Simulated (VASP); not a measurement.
Set up this calculation in VASP 6.6.1, as the native input.

| Property | Result |
| --- | --- |
| Task | G0W0 quasiparticle levels |
| Functional | PBE |
| Potentials or basis | VASP PAW PBE potentials, release 64 (B_GW, N_GW) |
| Cutoff | 500 eV |
| k mesh | 4 × 4 × 4 |
| Occupations | gaussian, width 0.01 eV |
| Spin | no spin polarisation |
| Dipole correction | no |
| GW scheme | G0W0 |
| GW iterations | 1 |
| Cutoff of the response function | 60 |
| Frequency points | 48 |
| Empty bands | 90 |
| Further INCAR settings | ALGO = EVGW0; EDIFF = 1e-08; NBANDS = 94 |

Crystal: BN.

```xyz
2
Lattice="0.0000 1.8048 1.8048 1.8048 0.0000 1.8048 1.8048 1.8048 0.0000" Properties=species:S:1:pos:R:3 pbc="T T T"
B     0.0000    0.0000    0.0000
N     0.9024    0.9024    0.9024
```

These files were run (other wordings do the same):

POSCAR

```
BN
1.0
    0.0000000000      1.8048254535      1.8048254535
    1.8048254535      0.0000000000      1.8048254535
    1.8048254535      1.8048254535      0.0000000000
B N
1 1
Direct
    0.0000000000      0.0000000000      0.0000000000
    0.2500000000      0.2500000000      0.2500000000
```

INCAR.step1

```
  ALGO = Normal
  EDIFF = 1E-8
  ENCUT = 500
  GGA = PE
  ISMEAR = 0
  LASPH = T
  LCHARG = F
  LREAL = F
  LWAVE = T
  NELM = 100
  PREC = Accurate
  SIGMA = 0.01
```

INCAR.step2

```
  ALGO = Exact
  EDIFF = 1E-8
  ENCUT = 500
  GGA = PE
  ISMEAR = 0
  ISTART = 1
  LASPH = T
  LCHARG = F
  LOPTICS = T
  LREAL = F
  LWAVE = T
  NBANDS = 94
  NELM = 1
  PREC = Accurate
  SIGMA = 0.01
```

INCAR.step3

```
  ALGO = EVGW0
  EDIFF = 1E-8
  ENCUT = 500
  ENCUTGW = 60.0
  GGA = PE
  ISMEAR = 0
  ISTART = 1
  LASPH = T
  LCHARG = F
  LREAL = F
  LWAVE = F
  NBANDS = 94
  NBANDSGW = 12
  NELMGW = 1
  NOMEGA = 48
  PREC = Accurate
  PRECFOCK = Fast
  SIGMA = 0.01
```

KPOINTS

```
k-points
0
Gamma
  4 4 4
```

Potentials or basis: VASP PAW PBE potentials, release 64 (B_GW, N_GW).

Command:

```bash
$ cat potpaw_PBE.64/B_GW/POTCAR potpaw_PBE.64/N_GW/POTCAR > POTCAR
$ cp INCAR.step1 INCAR
$ mpirun -np 1 vasp_std > vasp.out
$ cp INCAR.step2 INCAR
$ mpirun -np 1 vasp_std > vasp.out
$ cp INCAR.step3 INCAR
$ mpirun -np 1 vasp_std > vasp.out
```

Results of the run:

```yaml
Band_gap_on_the_k_mesh_mean-field_level: 4.44 eV, indirect (least direct gap 8.82 eV)
Quasiparticle_gap: 5.47 eV
Least_direct_quasiparticle_gap: 10.68 eV
```

Caveat: the k points lie up to 0.75 Å⁻¹ apart; bands, screening cutoff and mesh are small and nothing is extrapolated, so the quasiparticle values aren't converged.

Wall time 59 s on 1 thread of AMD EPYC 7R13, with other jobs on the host, peak memory 0.12 GiB.
